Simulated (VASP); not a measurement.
# Si2Mo (I4/mmm) in VASP: notebook

Aim: see how the results for Si2Mo move with the level of theory and the settings. Levels: PBE, r2SCAN+rVV10, PBE+D3(BJ), PBEsol. Tasks: single point, relaxation of cell and atoms.

Program: VASP 6.6.1. These are calculated values, not measurements. Logs are shortened: lines on timing, memory, paths and dates and some standing lists are left out, and cuts for length are marked.

### 1 The cell of the first run

The structure is tetragonal, space group I4/mmm (No. 139). Conventional cell: a = 3.217 Å, b = 3.217 Å, c = 7.872 Å, α = 90.00°, β = 90.00°, γ = 90.00°. Si (site symmetry 4mm) has 9 Si at 2.60 to 3.22 Å and 5 Mo at 2.62 to 2.64 Å within 3.4 Å. Within 3.5 Å of Mo (site symmetry 4/mmm) lie 10 Si at 2.62 to 2.64 Å and 4 Mo at 3.22 Å.

### 2 Single point, PBE

INCAR

```
SYSTEM = Si2Mo
  ALGO = Normal
  EDIFF = 1E-6
  ENCUT = 520
  GGA = PE
  ISIF = 2
  ISMEAR = -1
  LASPH = .True.
  LCHARG = .False.
  LREAL = .False.
  LWAVE = .False.
  NBANDS = 18
  NELM = 80
  PREC = Accurate
  SIGMA = 0.05
```

KPOINTS

```
k-points
0
Gamma
  11 11 11
  0 0 0
```

POSCAR

```
Si2Mo
1.0
   -1.6085574696      1.6085574696      3.9361271528
    1.6085574696     -1.6085574696      3.9361271528
    1.6085574696      1.6085574696     -3.9361271528
Si Mo
2 1
Direct
    0.3351247074      0.3351247074      0.0000000000
    0.6648752926      0.6648752926      0.0000000000
    0.0000000000      0.0000000000      0.0000000000
```

Potentials or basis: VASP PAW PBE potentials, release 64 (Si, Mo_sv).

Started as:

```sh
$ cat potpaw_PBE.64/Si/POTCAR potpaw_PBE.64/Mo_sv/POTCAR > POTCAR
$ mpirun -np 1 vasp_std > vasp.out
```

OUTCAR:

```text
SYSTEM = Si2Mo
   EDIFF = 1E-6
   ENCUT = 520
   GGA = PE
   ISIF = 2
   ISMEAR = -1
   LASPH = .True.
   LREAL = .False.
   NELM = 80
   PREC = Accurate

 ion  position               nearest neighbor table
   1  0.335  0.335  0.000-   2 2.60   3 2.62   3 2.62   3 2.62   3 2.62   3 2.64   2 2.64   2 2.64
                             2 2.64   2 2.64
   2  0.665  0.665  0.000-   1 2.60   3 2.62   3 2.62   3 2.62   3 2.62   3 2.64   1 2.64   1 2.64
                             1 2.64   1 2.64
   3  0.000  0.000  0.000-   2 2.62   2 2.62   2 2.62   1 2.62   1 2.62   1 2.62   2 2.62   1 2.62
                             1 2.64   2 2.64

  LATTYP: Found a body centered tetragonal cell.
 ALAT       =     3.2171149392
 C/A-ratio  =     2.4469919336

  Lattice vectors:

 A1 = (  -1.6085574696,   1.6085574696,   3.9361271528)
 A2 = (   1.6085574696,  -1.6085574696,   3.9361271528)
 A3 = (   1.6085574696,   1.6085574696,  -3.9361271528)

Analysis of symmetry for initial positions (statically):
=====================================================================
 Subroutine PRICEL returns:
 Original cell was already a primitive cell.

 Routine SETGRP: Setting up the symmetry group for a
 body centered tetragonal supercell.

 Subroutine GETGRP returns: Found 16 space group operations
 (whereof 16 operations were pure point group operations)
 out of a pool of 16 trial point group operations.

The static configuration has the point symmetry D_4h.

Analysis of symmetry for dynamics (positions and initial velocities):
=====================================================================
 Subroutine PRICEL returns:
 Original cell was already a primitive cell.

 Routine SETGRP: Setting up the symmetry group for a
 body centered tetragonal supercell.

 Subroutine GETGRP returns: Found 16 space group operations
 (whereof 16 operations were pure point group operations)
 out of a pool of 16 trial point group operations.

The dynamic configuration has the point symmetry D_4h.

 Subroutine INISYM returns: Found 16 space group operations
 (whereof 16 operations are pure point group operations),
 and found     1 'primitive' translations

----------------------------------------------------------------------------------------

                                     Primitive cell

  volume of cell :      40.7382

  direct lattice vectors                    reciprocal lattice vectors
    -1.608557470  1.608557470  3.936127153     0.000000000  0.310837511  0.127028417
     1.608557470 -1.608557470  3.936127153     0.310837511  0.000000000  0.127028417
     1.608557470  1.608557470 -3.936127153     0.310837511  0.310837511  0.000000000

  length of vectors
     4.546208445  4.546208445  4.546208445     0.335791865  0.335791865  0.439590624

  position of ions in fractional coordinates (direct lattice)
     0.335124707  0.335124707  0.000000000
     0.664875293  0.664875293  0.000000000
     0.000000000  0.000000000  0.000000000

  ion indices of the primitive-cell ions
   primitive index   ion index
                 1           1
                 2           2
                 3           3

----------------------------------------------------------------------------------------

 KPOINTS: k-points

Automatic generation of k-mesh.
 Grid dimensions read from file:
 generate k-points for:   11   11   11

 Generating k-lattice:

  Cartesian coordinates                     Fractional coordinates (reciprocal lattice)
     0.000000000  0.028257956  0.011548038     0.090909091 -0.000000000  0.000000000
     0.028257956  0.000000000  0.011548038    -0.000000000  0.090909091  0.000000000
     0.028257956  0.028257956  0.000000000     0.000000000  0.000000000  0.090909091

  Length of vectors
     0.030526533  0.030526533  0.039962784

  Shift w.r.t. Gamma in fractional coordinates (k-lattice)
     0.000000000  0.000000000  0.000000000

 Subroutine IBZKPT returns following result:
 ===========================================

 Found    126 irreducible k-points:

 Following reciprocal coordinates:
            Coordinates               Weight
  0.000000  0.000000  0.000000      1.000000
  0.090909 -0.000000  0.000000      8.000000
  0.181818 -0.000000  0.000000      8.000000
  0.272727  0.000000  0.000000      8.000000
  0.363636 -0.000000  0.000000      8.000000
  0.454545 -0.000000  0.000000      8.000000
[... 16 lines left out ...]
 -0.272727  0.181818 -0.000000     16.000000
 -0.181818  0.181818  0.000000      4.000000
 [... further k-points ...]
   k-points           NKPTS =    126   k-points in BZ     NKDIM =    126   number of bands    NBANDS=     18
   number of dos      NEDOS =    301   number of ions     NIONS =      3
   total plane-waves  NPLWV =  46656
   dimension x,y,z NGX =    36 NGY =   36 NGZ =   36
   dimension x,y,z NGXF=    72 NGYF=   72 NGZF=   72
   ions per type =               2   1
   NGX,Y,Z   is equivalent  to a cutoff of  13.16, 13.16, 13.16 a.u.
   NGXF,Y,Z  is equivalent  to a cutoff of  26.33, 26.33, 26.33 a.u.
 SYSTEM =  Si2Mo
   PREC   = accura    normal or accurate (medium, high low for compatibility)
   ISTART =      0    job   : 0-new  1-cont  2-samecut
   ICHARG =      2    charge: 1-file 2-atom 10-const
   ISPIN  =      1    spin polarized calculation?
   LNONCOLLINEAR =      F non collinear calculations
   LSORBIT =      F    spin-orbit coupling
   LASPH  =      T    aspherical Exc in radial PAW
   ENCUT  =  520.0 eV  38.22 Ry    6.18 a.u.   8.45  8.45  8.45*2*pi/ulx,y,z
   NELM   =     80;   NELMIN=  2; NELMDL= -5     # of ELM steps
   EDIFF  = 0.1E-05   stopping-criterion for ELM
   LREAL  =      F    real-space projection
   EDIFFG = 0.1E-04   stopping-criterion for IOM
   NSW    =      0    number of steps for IOM
   IBRION =     -1    ionic relax: 0-MD 1-quasi-New 2-CG
   NFREE  =      0    steps in history (QN), initial steepest desc. (CG)
   ISIF   =      2    stress and relaxation
   ISYM   =      2    0-nonsym 1-usesym 2-fastsym
   POTIM  = 0.5000    time-step for ionic-motion
   TEBEG  =    0.0;   TEEND  =   0.0 temperature during run
   PSTRESS=    0.0 pullay stress
   NELECT =      22.0000    total number of electrons
   NUPDOWN=      -1.0000    fix difference up-down
   EMIN   =  10.00;   EMAX   =-10.00  energy-range for DOS
   EFERMI =   0.00;   METHOD = LEGACY
   ISMEAR =    -1;   SIGMA  =   0.05  broadening in eV -4-tet -1-fermi 0-gaus
   EFERMI_NEDOS =   21; number of points for ismear=-14 and -15
   IALGO  =     38    algorithm
   IMIX   =      4    mixing-type and parameters
     AMIX     =   0.40;   BMIX     =  1.00
     AMIX_MAG =   1.60;   BMIX_MAG =  1.00
  volume/ion in A,a.u.               =      13.58        91.64
  Fermi-wavevector in a.u.,A,eV,Ry     =   1.333158  2.519303 24.181775  1.777310
  Thomas-Fermi vector in A             =   2.462038
   LORBIT       =      0    0 simple, 1 ext, 2 COOP (PROOUT), +10 PAW based schemes
   GGA     = PE    functional components
   LHFCALC =     F    Hartree Fock is set to
   AEXX    =    0.0000 exact exchange contribution
   IVDW    =     0    specifies the selected vdW correction
   LEPSILON=     F    determine dielectric tensor
   LRPA    =     F    only Hartree local field effects (RPA)
 non-spin polarized calculation
  energy-cutoff  :      520.00
  volume of cell :       40.74
 maximum number of plane-waves:      1126
 NGX is ok and might be reduce to    36
   NGX = 17   NGY = 17   NGZ = 17

 number of electron      22.0000000 magnetization

 Free energy of the ion-electron system (eV)
  ---------------------------------------------------
  ext. energy  EPLUGINS =         0.00000000
  ---------------------------------------------------
  free energy    TOTEN  =       -23.26173578 eV

  energy without entropy =      -23.25884301  energy(sigma->0) =      -23.26028940

 E-fermi :  12.0371     XC(G=0): -12.3688

 val. band max:       12.0333745246   @ k =  -0.1818  -0.2727   0.1818
 cond. band min:      12.1156216796   @ k =  -0.4545  -0.4545   0.2727
 fundamental gap:      0.0822471550
 Fermi energy:        12.0370853661

 k-point     1 :       0.0000    0.0000    0.0000
  band No.  band energies     occupation
      1     -48.6637      2.00000
      2     -22.8056      2.00000
      3     -22.7380      2.00000
      4     -22.7380      2.00000
      5      -1.2496      2.00000
      6       5.7639      2.00000
[... 10 lines left out ...]
     17      17.1213      0.00000
     18      17.1213      0.00000

 k-point     2 :       0.0909   -0.0000    0.0000
  band No.  band energies     occupation
      1     -48.6624      2.00000
      2     -22.8042      2.00000
      3     -22.7576      2.00000
      4     -22.7362      2.00000
      5      -1.1011      2.00000
      6       5.7657      2.00000
[... 10 lines left out ...]
     17      17.2439      0.00000
     18      17.9776      0.00000

 k-point     3 :       0.1818   -0.0000    0.0000
  band No.  band energies     occupation
      1     -48.6587      2.00000
      2     -22.8100      2.00000
      3     -22.8000      2.00000
      4     -22.7313      2.00000
      5      -0.6648      2.00000
      6       5.6791      2.00000
[... 10 lines left out ...]
     17      18.0106      0.00000
     18      19.6232      0.00000

 k-point     4 :       0.2727    0.0000    0.0000
  band No.  band energies     occupation
      1     -48.6539      2.00000
      2     -22.8775      2.00000
      3     -22.7950      2.00000
      4     -22.7249      2.00000
      5       0.0333      2.00000
      6       5.2043      2.00000
[... 375 lines left out ...]
      4     -22.7810      2.00000
      5       1.1338      2.00000
      6       4.9234      2.00000
[... 10 lines left out ...]
     17      18.6022      0.00000
     18      19.7762      0.00000

 k-point    23 :      -0.2727    0.1818   -0.0000
  band No.  band energies     occupation
      1     -48.6491      2.00000
      2     -22.8683      2.00000
      3     -22.7938      2.00000
      4     -22.7858      2.00000
      5       0.3199      2.00000
      6       6.0745      2.00000
[... 10 lines left out ...]
     17      17.7399      0.00000
     18      19.5664      0.00000

 k-point    24 :      -0.1818    0.1818    0.0000
  band No.  band energies     occupation
      1     -48.6538      2.00000
      2     -22.8055      2.00000
      3     -22.7978      2.00000
      4     -22.7918      2.00000
      5      -0.2722      2.00000
      6       6.4839      2.00000
[... 10 lines left out ...]
     17      19.2944      0.00000
     18      19.4500      0.00000

 [... further k-points ...]

------------------------ aborting loop because EDIFF is reached ----------------------------------------

  FORCE on cell =-STRESS in cart. coord.  units (eV):
  Direction    XX          YY          ZZ          XY          YZ          ZX
  --------------------------------------------------------------------------------------
  -------------------------------------------------------------------------------------
  Total        0.0465214      0.0465214      0.0417393      0.0000000     -0.0000000      0.0000000
  in kB        1.8296194      1.8296194      1.6415461      0.0000000     -0.0000000      0.0000000
  external PRESSURE =       1.7669283 kB  Pullay stress =       0.0000000 kB

 VOLUME and BASIS-vectors are now :
 -----------------------------------------------------------------------------
  energy-cutoff  :      520.00
  volume of cell :       40.74
      direct lattice vectors                 reciprocal lattice vectors
    -1.608557470  1.608557470  3.936127153     0.000000000  0.310837511  0.127028417
     1.608557470 -1.608557470  3.936127153     0.310837511  0.000000000  0.127028417
     1.608557470  1.608557470 -3.936127153     0.310837511  0.310837511  0.000000000

 POSITION                                       TOTAL-FORCE (eV/Angst)
 -----------------------------------------------------------------------------------
      0.00000      0.00000      2.63819         0.000000      0.000000     -0.004475
      0.00000      0.00000      5.23407        -0.000000     -0.000000      0.004475
      0.00000      0.00000      0.00000        -0.000000     -0.000000     -0.000000
 -----------------------------------------------------------------------------------
    total drift:                                0.000000      0.000000     -0.000000

  FREE ENERGIE OF THE ION-ELECTRON SYSTEM (eV)
  ---------------------------------------------------
  free  energy   TOTEN  =       -23.2617357849 eV

  energy  without entropy=      -23.2588430126  energy(sigma->0) =      -23.26028940
```

Wall time 2 min (1 thread of Intel Xeon Platinum 8375C at 2.90GHz (Ice Lake), shared host); peak memory 0.25 GiB.

What came out:

- Free energy: -23.2617 eV
- Pressure: 0.2 GPa
- Largest force: 0.004 eV/Å
- Band gap on the k mesh: zero (band 11 reaches 12.54 eV, above the bottom of band 12 at 11.69 eV)

Forces on the atoms (eV/Å):
```
Si   0.000  0.000 -0.004
Si   0.000  0.000  0.004
Mo   0.000  0.000  0.000
```

Levels at points of the mesh, in eV from the Fermi level:
```tsv
k point	band 9	band 10	band 11	band 12	band 13	band 14
(0.00, 0.00, 0.00)	-2.55	-2.55	0.39	3.11	3.28	3.50
```

[end of part 1 of 2]
